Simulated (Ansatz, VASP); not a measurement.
Given: the input of a run of VASP 6.6.1 on Se.

INCAR

```
SYSTEM = Se
  PREC = Accurate
  ENCUT = 520
  EDIFF = 1E-7
  ISMEAR = 0
  SIGMA = 0.02
  LREAL = .False.
  LASPH = .True.
  NELM = 80
  ALGO = Normal
  ISIF = 2
  LWAVE = .False.
  LCHARG = .False.
  GGA = PE
  NBANDS = 9
```

File KPOINTS:

```
regular mesh
0
Gamma
  9 9 9
  0 0 0
```

File POSCAR:

```
Se
1.0
    2.8105630200      0.0000000000      0.0000000000
    0.0000000000      2.8105630200      0.0000000000
    0.0000000000      0.0000000000      2.8105630200
Se
1
Direct
    0.0000000000      0.0000000000      0.0000000000
```

Potentials or basis: VASP PAW PBE potentials, release 64 (Se).

The run is started by

```sh
$ cat potpaw_PBE.64/Se/POTCAR > POTCAR
$ mpirun -np 1 vasp_std > vasp.out
```

**Question.** Set up the same calculation for Ansatz 0.2.0. Potentials there: all-electron LAPW, scalar-relativistic.

**Answer.** As run (the cutoff follows the program's own potentials):

The input input.yaml:

```yaml
crystal:
  lattice:
    - [2.81056302, 0.0, 0.0]
    - [0.0, 2.81056302, 0.0]
    - [0.0, 0.0, 2.81056302]
  atoms:
    - { symbol: Se, position: [0.0, 0.0, 0.0] }
kpoints:
  mp_grid: { grid: [9, 9, 9] }
scf:
  occupations: { method: gaussian, width: 0.02 }
hamiltonian:
  xc: pbe
  pseudopotentials: { kind: all_electron, lapw: { basis_error: 0.001 } }
output:
  forces: true
  stress: true
  eigenvalues: true
```

Potentials or basis: all-electron LAPW, scalar-relativistic.

Run with:

```sh
$ ansatz run input.yaml --threads 1 --pin off --max-ram 3072MiB --backend cpu --events-out ev --progress --plain --runs-dir out
```

Both were run:

|  | VASP | Ansatz | Ansatz less VASP |
| --- | --- | --- | --- |
| gap on the k mesh at the Fermi level (eV) | none | none | - |
| pressure (GPa) | 2.2 | 2.2 | -0.04 |

A gap of «none» marks a metal or a gap that the smearing closes. Ansatz ran all-electron here, and VASP with PAW potentials.
